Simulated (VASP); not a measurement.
Set up this calculation in VASP 6.6.1, as the native input.

* Task: single point
* Functional: PBE
* Potentials or basis: VASP PAW PBE potentials, release 64 (Be)
* Cutoff: 520 eV
* k mesh: 24 × 24 × 14
* Occupations: gaussian, width 0.15 eV
* Spin: no spin polarisation
* Dipole correction: no
* Further INCAR settings: ALGO = Fast; EDIFF = 1e-06; NBANDS = 9

The structure of Be lies in POSCAR:

```
Be
1.0
    2.1069424408      0.0000000000      0.0000000000
   -1.0534712204      1.8246656780      0.0000000000
    0.0000000000      0.0000000000      4.2891703553
Be
2
Direct
    0.3333333333      0.6666666667      0.2500000000
    0.6666666667      0.3333333333      0.7500000000
```

This cell differs from its parent crystal: ratio of the length along z to the lengths across it x 1.3, volume and fractional coordinates fixed.

These files were run (other wordings do the same):

INCAR

```
SYSTEM = Be
PREC = Accurate
ENCUT = 520
EDIFF = 1E-6
ISMEAR = 0
SIGMA = 0.15
LREAL = .False.
LASPH = .True.
NELM = 100
ALGO = Fast
ISIF = 2
LWAVE = .False.
LCHARG = .True.
GGA = PE
LELF = .True.
LVHAR = .True.
NBANDS = 9
```

KPOINTS

```
Automatic mesh
0
Gamma
  24 24 14
  0 0 0
```

Potentials or basis: VASP PAW PBE potentials, release 64 (Be).

Run with:

```bash
$ cat potpaw_PBE.64/Be/POTCAR > POTCAR
$ mpirun -np 1 vasp_std > vasp.out
```

It gave:

```yaml
Pressure: 6.1 GPa
Band_gap_on_the_k_mesh: zero (band 2 reaches 7.37 eV, above the bottom of band 3 at 3.77 eV)
```

Wall time 24 s on 1 thread of Intel(R) Xeon(R) Platinum 8488C (Sapphire Rapids) (shared host), peak memory 0.16 GiB.
